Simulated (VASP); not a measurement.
Set up this calculation in VASP 6.6.1, as the native input.

| Item | Value |
| --- | --- |
| Task | single point |
| Functional | PBEsol |
| Potentials or basis | VASP PAW PBE potentials, release 64 (Be, P) |
| Cutoff | 520 eV |
| k mesh | 1 × 1 × 1 |
| Occupations | fermi-dirac, width 0.15 eV |
| Spin | no spin polarisation |
| Dipole correction | no |
| Further INCAR settings | LREAL = Auto; ALGO = Normal; EDIFF = 1e-07; NBANDS = 32 |

The structure of Be16P lies in POSCAR:

```
Be16P
1.0
    4.5800000000      0.0000000000      0.0000000000
    2.2900000000      3.9663960000      0.0000000000
    0.0000000000      0.0000000000     16.3826450000
Be P
16 1
Direct
   -0.1666666667      0.3333333333      0.0610402044
    0.3333333333      0.3333333333      0.0610402044
   -0.1666666667      0.8333333333      0.0610402044
    0.3333333333      0.8333333333      0.0610402044
   -0.0026819667      0.0013979946      0.1724192888
    0.5013233273      0.0013205943      0.1723838855
    0.0000684828      0.5000695846      0.1750311381
    0.5014006904      0.4973169598      0.1724184343
   -0.1636965658      0.3362926949      0.2855979605
    0.3279370155      0.3361368860      0.2855879499
   -0.1638586222      0.8279329648      0.2855898422
    0.3334895171      0.8334838478      0.2792097979
    0.0013985578     -0.0002783383      0.3919016130
    0.4994180136     -0.0005687783      0.3919348799
    0.0003135443      0.5003209463      0.4033932250
    0.4997370742      0.5013891704      0.3918948985
    0.3326615957      0.8327549745      0.4923552332
```

One way to write it, as run:

INCAR

```
SYSTEM = Be16P
ALGO     = Normal         ! electronic algorithm
EDIFF    = 1E-7           ! SCF threshold, eV
ENCUT    = 520            ! plane-wave cutoff, eV
GGA      = PS             ! functional
ISIF     = 2              ! what is computed and relaxed
ISMEAR   = -1             ! smearing method
LASPH    = .TRUE.         ! aspherical terms in the spheres
LCHARG   = .FALSE.        ! write CHGCAR
LREAL    = Auto         
LWAVE    = .FALSE.        ! write WAVECAR
NBANDS   = 32             ! bands
NELM     = 100            ! most SCF steps
PREC     = Accurate       ! precision mode
SIGMA    = 0.15           ! smearing width, eV
```

KPOINTS

```
k-points
0
G
  1 1 1
  0 0 0
```

Potentials or basis: VASP PAW PBE potentials, release 64 (Be, P).

The run is started by

```bash
$ cat potpaw_PBE.64/Be/POTCAR potpaw_PBE.64/P/POTCAR > POTCAR
$ mpirun -np 1 vasp_gam > vasp.out
```

Results of the run:

The largest force is 1.369 eV/Å.

Caveat: the k points lie up to 1.58 Å⁻¹ apart; the PAW data sets were made with another functional, which shifts forces and pressure a little.

Run time: 31 s on 1 thread of Intel(R) Xeon(R) 6975P-C (Granite Rapids), on a shared host, peak memory 0.36 GiB.
